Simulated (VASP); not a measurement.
NaI, 2 atoms in the cell. Symmetry: Imm2, No. 44, orthorhombic system. Conventional cell: a = 4.989 Å, b = 5.033 Å, c = 7.086 Å, α = 90.00°, β = 90.00°, γ = 90.00°. Within 4.0 Å of Na (site symmetry mm2) lie 4 I at 3.07 Å. I (site symmetry mm2) has 4 Na at 3.07 Å within 4.0 Å.  This cell differs from its parent crystal: shear xy strain -0.9%.

```yaml
Program: VASP 6.6.1
Task: single point
Functional: r2SCAN
Potentials_or_basis: VASP PAW PBE potentials, release 64 (Na_pv, I)
Cutoff: 520 eV
k_mesh: 6 × 6 × 6
Occupations: gaussian, width 0.01 eV
Spin: no spin polarisation
Dipole_correction: no
Further_INCAR_settings: ALGO = Normal; EDIFF = 1e-07; NBANDS = 14
```

Potentials or basis: VASP PAW PBE potentials, release 64 (Na_pv, I).

Run with:

```bash
$ cat potpaw_PBE.64/Na_pv/POTCAR potpaw_PBE.64/I/POTCAR > POTCAR
$ cp INCAR.step1 INCAR
$ mpirun -np 1 vasp_std > vasp.out
$ cp INCAR.step2 INCAR
$ mpirun -np 1 vasp_std > vasp.out
```

Hardware: 1 thread of Intel Xeon 8259CL, on a shared host.

Estimate the wall time of this run.

Wall time 6.6 min on 1 thread of Intel Xeon 8259CL (shared host), peak memory 0.28 GiB. Counts: k points 46.
